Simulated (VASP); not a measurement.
Sr, 1 atom in the cell. It takes space group Im-3m (No. 229, cubic). Conventional cell: a = 3.448 Å, b = 3.448 Å, c = 3.448 Å, α = 90.00°, β = 90.00°, γ = 90.00°. Sr (site symmetry m-3m) has 14 Sr at 2.99 to 3.45 Å within 3.9 Å.  This cell differs from its parent crystal: volume scaled by 0.4.

| Property | Result |
| --- | --- |
| Program | VASP 6.6.1 |
| Task | single point |
| Functional | PBEsol |
| Potentials or basis | VASP PAW PBE potentials, release 64 (Sr_sv) |
| Cutoff | 520 eV |
| k mesh | 11 × 11 × 11 |
| Occupations | fermi-dirac, width 0.08 eV |
| Spin | no spin polarisation |
| Dipole correction | no |
| Further INCAR settings | ALGO = Normal; EDIFF = 1e-06; NBANDS = 11 |

Potentials or basis: VASP PAW PBE potentials, release 64 (Sr_sv).

Launch:

```console
$ cat potpaw_PBE.64/Sr_sv/POTCAR > POTCAR
$ mpirun -np 1 vasp_std > vasp.out
```

Hardware: 1 thread of Intel(R) Xeon(R) 6975P-C (Granite Rapids), on a shared host.

Q: Estimate the wall time of this run.

A: It took 4.9 s on 1 thread of Intel(R) Xeon(R) 6975P-C (Granite Rapids) (shared host), peak memory 0.14 GiB. Counts: scf iterations 11, k points 56.
